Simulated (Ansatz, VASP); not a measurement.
AlN in VASP and in Ansatz

```xyz
4
Lattice="0.0000 -2.0353 -2.0353 0.0000 2.0353 -2.0353 4.0706 0.0000 0.0000" Properties=species:S:1:pos:R:3 pbc="T T T"
Al    0.0000   -0.0143   -2.0353
Al    2.0353    0.0143    0.0000
N     2.0353   -0.0760   -2.0353
N     0.0000    2.1113   -2.0353
```

Change from the starting cell: mode 10 frozen in at -0.076 Å and mode 12 at +0.000 Å (largest displacements).

Alike in both runs: task single point; functional PBE; k mesh 8 × 8 × 6; occupations gaussian, width 0.05 eV; no spin polarisation.

|  | VASP | Ansatz |
| --- | --- | --- |
| version | VASP 6.6.1 | Ansatz 0.2.0 |
| potentials or method | VASP PAW PBE potentials, release 64 (Al, N), cutoff 600 eV | scalar-relativistic, plane waves, PAW |
| valence electrons in the cell | 16 | 16 |

Ansatz gave:

```
gap on the k mesh at the Fermi level (eV)                     : 4.32
least direct gap on the mesh (eV)                             : 4.45
pressure (GPa)                                                : 1.5
traceless stress, the component that is largest in VASP (GPa) : 2.85
rms of the force components (eV/Å)                            : 0.533
```

Which values does VASP return?

gap on the k mesh at the Fermi level (eV): 4.30; least direct gap on the mesh (eV): 4.43; pressure (GPa): 1.1; traceless stress, the component that is largest in VASP (GPa): 2.87; rms of the force components (eV/Å): 0.534.

Atom by atom the forces differ by 0.001 eV/Å (rms over components).
